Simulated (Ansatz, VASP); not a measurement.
MgCdTeS in VASP and in Ansatz

Contents of INCAR:

```
SYSTEM = MgCdTeS
PREC     = Accurate       ! precision mode
ENCUT    = 520            ! plane-wave cutoff, eV
EDIFF    = 1E-6           ! SCF threshold, eV
ISMEAR   = 0              ! smearing method
SIGMA    = 0.1            ! smearing width, eV
LREAL    = .False.        ! projectors in reciprocal space
LASPH    = .True.         ! aspherical terms in the spheres
NELM     = 100            ! most SCF steps
ALGO     = Normal         ! electronic algorithm
ISIF     = 2              ! what is computed and relaxed
LWAVE    = .False.        ! write WAVECAR
LCHARG   = .False.        ! write CHGCAR
GGA      = PE             ! functional
NBANDS   = 21             ! bands
```

KPOINTS

```
Automatic mesh
0
Gamma
  4 4 4
  0 0 0
```

POSCAR

```
MgCdTeS
1.0
    4.1913991500      0.0000000000      0.0000000000
    0.0000000000      4.1913991500      0.0000000000
    0.0000000000      0.0000000000      5.9138296900
Mg Cd Te S
1 1 1 1
Direct
    0.5000000000      0.5000000000      0.0000000000
    0.5000000000      0.5000000000      0.5000000000
    0.0000000000      0.0000000000      0.0000000000
    0.0000000000      0.0000000000      0.5000000000
```

Input for Ansatz:

```yaml
crystal:
  lattice:
    - [4.19139915, 0.0, 0.0]
    - [0.0, 4.19139915, 0.0]
    - [0.0, 0.0, 5.91382969]
  atoms:
    - { symbol: Mg, position: [0.5, 0.5, 0.0] }
    - { symbol: Cd, position: [0.5, 0.5, 0.5] }
    - { symbol: Te, position: [0.0, 0.0, 0.0] }
    - { symbol: S, position: [0.0, 0.0, 0.5] }
basis:
  ecutwfc: 420
kpoints:
  mp_grid: { grid: [4, 4, 4] }
hamiltonian:
  xc: pbe
scf:
  occupations: { method: gaussian, width: 0.1 }
  lower_state_search: "off"
output:
  forces: true
  stress: true
  eigenvalues: true
```

Change from the starting cell: species swapped into the SnTePbSe type (P4/mmm, No. 123).

Alike in both runs: task single point; functional PBE; k mesh 4 × 4 × 4; occupations gaussian, width 0.1 eV; no spin polarisation.

|  | VASP | Ansatz |
| --- | --- | --- |
| version | VASP 6.6.1 | Ansatz 0.2.0 |
| potentials or method | VASP PAW PBE potentials, release 64 (Mg, Cd, Te, S), cutoff 520 eV | scalar-relativistic, plane waves, PAW |
| valence electrons in the cell | 26 | 52 |

|  | VASP | Ansatz | Ansatz less VASP |
| --- | --- | --- | --- |
| gap on the k mesh at the Fermi level (eV) | none | none | - |
| pressure (GPa) | -1.2 | -1.2 | -0.01 |
| traceless stress, the component that is largest in VASP (GPa) | -0.15 | -0.10 | +0.049 |

A gap of «none» marks a metal or a gap that the smearing closes. VASP's potentials hold 26 valence electrons a cell and Ansatz's 52, so a difference there can come from the potentials and not from the codes.

The k mesh is coarse, so the values compare programs but aren't converged. Spin-orbit coupling is off throughout.
